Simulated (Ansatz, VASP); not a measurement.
**Sb5S2 in VASP and in Ansatz**

```
Sb S
1.0
     3.54044    2.04407    4.57958
    -3.54044    2.04407    4.57958
     0.00000   -4.08815    4.57958
Sb S
5 2
Direct
  0.50000 0.50000 0.00000
  0.00000 0.50000 0.50000
  0.50000 0.00000 0.50000
  0.00000 0.00000 0.00000
  0.50000 0.50000 0.50000
  0.79860 0.79860 0.79860
  0.20140 0.20140 0.20140
```

Alike in both runs: functional PBE; k mesh 6 × 6 × 6; occupations gaussian, width 0.1 eV; no spin polarisation.

Ansatz relaxed the structure, and its values are those at the end. VASP's run is a single point on that final structure, the one shown.

|  | VASP | Ansatz |
| --- | --- | --- |
| version | VASP 6.6.1 | Ansatz 0.2.0 |
| potentials or method | VASP PAW PBE potentials, release 64 (Sb, S), cutoff 520 eV | scalar-relativistic, plane waves, PAW |
| valence electrons in the cell | 37 | 87 |

Ansatz gave:

```
gap on the k mesh at the Fermi level (eV) : none
pressure (GPa)                            : 0.0
```

Question: Which values does VASP return?

Answer: gap on the k mesh at the Fermi level (eV): none; pressure (GPa): -0.1.

A gap of «none» marks a metal or a gap that the smearing closes. VASP's potentials hold 37 valence electrons a cell and Ansatz's 87, so a difference there can come from the potentials and not from the codes.

Spin-orbit coupling is off throughout.
